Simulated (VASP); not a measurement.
Input of a VASP 6.6.1 run:

Contents of POSCAR:

```
PbS
1.0
    2.0554605751     -5.8171216217      0.0000000000
    2.0554605751      5.8171216217      0.0000000000
    0.0000000000      0.0000000000      4.2684057435
Pb S
2 2
Direct
    0.8730525374      0.1269474626      0.7500000000
    0.1269474626      0.8730525374      0.2500000000
    0.6405897530      0.3594102470      0.7500000000
    0.3594102470      0.6405897530      0.2500000000
```

File INCAR.step1:

```
SYSTEM = PbS
ALGO = Normal
EDIFF = 1E-5
ENCUT = 550
GGA = PE
GGA_COMPAT = .FALSE.
ISMEAR = 0
LASPH = .TRUE.
LCHARG = .FALSE.
LREAL = .FALSE.
LWAVE = .TRUE.
NBANDS = 28
NELM = 120
PREC = Accurate
SIGMA = 0.02
```

File INCAR.step2:

```
SYSTEM = PbS
ALGO = Normal
EDIFF = 1E-6
ENCUT = 550
GGA_COMPAT = .FALSE.
ISIF = 2
ISMEAR = 0
ISTART = 1
LASPH = .TRUE.
LCHARG = .FALSE.
LMIXTAU = .TRUE.
LREAL = .FALSE.
LWAVE = .FALSE.
METAGGA = R2SCAN
NBANDS = 28
NELM = 120
PREC = Accurate
SIGMA = 0.02
```

The input KPOINTS:

```
k-points
0
G
  8 8 6
  0 0 0
```

Potentials or basis: VASP PAW PBE potentials, release 64 (Pb_d, S).

Command:

```sh
$ cat potpaw_PBE.64/Pb_d/POTCAR potpaw_PBE.64/S/POTCAR > POTCAR
$ cp INCAR.step1 INCAR
$ mpirun -np 1 vasp_std > vasp.out
$ cp INCAR.step2 INCAR
$ mpirun -np 1 vasp_std > vasp.out
```

Task: Estimate the pressure.

Result: 1.2 GPa.

Task: Predict the largest force.

Result: 0.130 eV/Å.

Task: Estimate the band gap on the k mesh.

Result: 1.48 eV (least direct gap 1.63 eV).

Stress tensor (GPa, compression positive):
```
1.37 0.00 0.00
0.00 0.90 0.00
0.00 0.00 1.33
```

Caveat: the PAW data sets were made with another functional, which shifts forces and pressure a little; spin-orbit coupling is left out, which moves the levels of the heavy elements. A k mesh can miss the band edges.
